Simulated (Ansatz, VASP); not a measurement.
# Two plane-wave programs on AlAs

```
Al As
1.0
     0.00000    2.81451    2.81451
     2.81451    0.00000    2.81451
     2.81451    2.81451    0.00000
Al As
1 1
Cartesian
  0.0000 0.0000 0.0000
  1.4073 1.4073 1.4073
```

Alike in both runs: task single point; functional r2SCAN; k mesh 8 × 8 × 8; occupations gaussian, width 0.02 eV; no spin polarisation.

```csv
,VASP,Ansatz
version,VASP 6.6.1,Ansatz 0.2.0
potentials or method,"VASP PAW PBE potentials, release 64 (Al, As), cutoff 550 eV","scalar-relativistic, plane waves, PAW"
valence electrons in the cell,8,18
```

|  | VASP | Ansatz | Ansatz less VASP |
| --- | --- | --- | --- |
| gap on the k mesh at the Fermi level (eV) | 1.77 | 1.77 | +0.010 |
| least direct gap on the mesh (eV) | 2.85 | 2.85 | 0.000 |
| pressure (GPa) | 2.1 | 2.1 | +0.03 |

VASP's potentials were made for PBE, not for r2SCAN. VASP's potentials hold 8 valence electrons a cell and Ansatz's 18, so a difference there can come from the potentials and not from the codes.
